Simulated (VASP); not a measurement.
BP:

```
B P
1.0
     1.67353   -1.74637    0.00000
     1.67353    1.74637    0.00000
     0.00000    0.00000    4.54692
B P
1 1
Cartesian
  0.0000 0.0000 2.2735
  1.6735 0.0000 2.2735
```

```yaml
Program: VASP 6.6.1
Task: relaxation of cell and atoms
Functional: PBE
Potentials_or_basis: VASP PAW PBE potentials, release 64 (B, P)
Cutoff: 600 eV
k_mesh: 8 × 8 × 4
Occupations: gaussian, width 0.1 eV
Spin: no spin polarisation
```

At the start: pressure 92.3 GPa; volume 13.29 Å³/atom.

Q: How do energy, volume and symmetry change on relaxing?

A: Over 38 steps the energy falls by 1969.1 meV/atom and the volume is 10.32 Å³/atom (-22.4 %); space group P4/mmm (No. 123, to 0.05 Å).

The path:
| step | energy change (eV) | largest force (eV/Å) | pressure (GPa) | volume (Å³) |
| --- | --- | --- | --- | --- |
| 1 | 0.0000 | 0.0000 | 92.29 | 26.58 |
| 2 | -0.0762 | 0.0000 | -14.18 | 63.92 |
| 3 | -3.3812 | 0.0000 | -6.24 | 39.51 |
| 4 | -3.4337 | 0.0000 | -3.45 | 38.30 |
| 5 | -3.4517 | 0.0000 | 0.19 | 37.05 |
| 6 | -3.4517 | 0.0000 | -0.53 | 37.28 |
| 7 | -3.4526 | 0.0000 | -0.08 | 36.99 |
| 8 | -3.4527 | 0.0000 | 0.12 | 36.87 |
| 9 | -3.4533 | 0.0000 | -0.11 | 36.78 |
| 10 | -3.4540 | 0.0000 | -0.36 | 36.56 |
| 11 | -3.4544 | 0.0000 | -0.41 | 36.46 |
| 12 | -3.4554 | 0.0000 | -0.55 | 36.18 |
| 13 | -3.4572 | 0.0000 | -0.84 | 35.60 |
| 14 | -3.4588 | 0.0000 | -1.44 | 34.44 |
| 15 | -3.4594 | 0.0000 | -1.39 | 34.32 |
| 16 | -3.4613 | 0.0000 | -1.26 | 33.94 |
| 17 | -3.4648 | 0.0000 | -1.00 | 33.19 |
| 18 | -3.4737 | 0.0000 | -0.55 | 31.69 |
| 19 | -3.4892 | 0.0000 | 1.14 | 28.74 |
| 20 | -3.5523 | 0.0000 | 8.15 | 23.02 |
| 21 | 3.0208 | 0.0000 | 313.33 | 12.26 |
| 22 | -3.5433 | 0.0000 | 8.71 | 22.76 |
| 23 | -3.5586 | 0.0000 | 39.26 | 17.40 |
| 24 | -3.6944 | 0.0000 | 13.77 | 20.93 |
| 25 | -3.7325 | 0.0000 | 20.37 | 19.56 |
| 26 | -3.7318 | 0.0000 | 19.14 | 19.84 |
| 27 | -3.7212 | 0.0000 | 16.06 | 20.38 |
| 28 | -3.8709 | 0.0000 | 2.96 | 21.31 |
| 29 | -3.8880 | 0.0000 | -7.61 | 22.22 |
| 30 | -3.8945 | 0.0000 | -4.46 | 21.91 |
| 31 | -3.9083 | 0.0000 | -3.82 | 21.64 |
| 32 | -3.9260 | 0.0000 | -2.61 | 21.18 |
| 33 | -3.9121 | 0.0000 | 2.92 | 20.26 |
| 34 | -3.9309 | 0.0000 | -0.99 | 20.87 |
| 35 | -3.9377 | 0.0000 | 0.40 | 20.59 |
| 36 | -3.9379 | 0.0000 | 0.71 | 20.54 |
| 37 | -3.9379 | 0.0000 | 0.68 | 20.54 |
| 38 | -3.9383 | 0.0000 | -0.02 | 20.64 |

Final structure:
```cif
data_structure
_symmetry_space_group_name_H-M 'P 1'
_symmetry_Int_Tables_number 1
_cell_length_a 2.9193
_cell_length_b 2.9193
_cell_length_c 2.4214
_cell_angle_alpha 90.000
_cell_angle_beta 90.000
_cell_angle_gamma 90.015
_cell_volume 20.64
loop_
_atom_site_label
_atom_site_type_symbol
_atom_site_fract_x
_atom_site_fract_y
_atom_site_fract_z
_atom_site_occupancy
B1 B 0.00000 0.00000 0.50000 1
P1 P 0.50000 0.50000 0.50000 1
```

Caveat: the volume moved by over 15 % at a fixed basis, so the end points are rough; this functional lacks dispersion, which binds the layers, so the pressure and a relaxed spacing across them are unreliable.
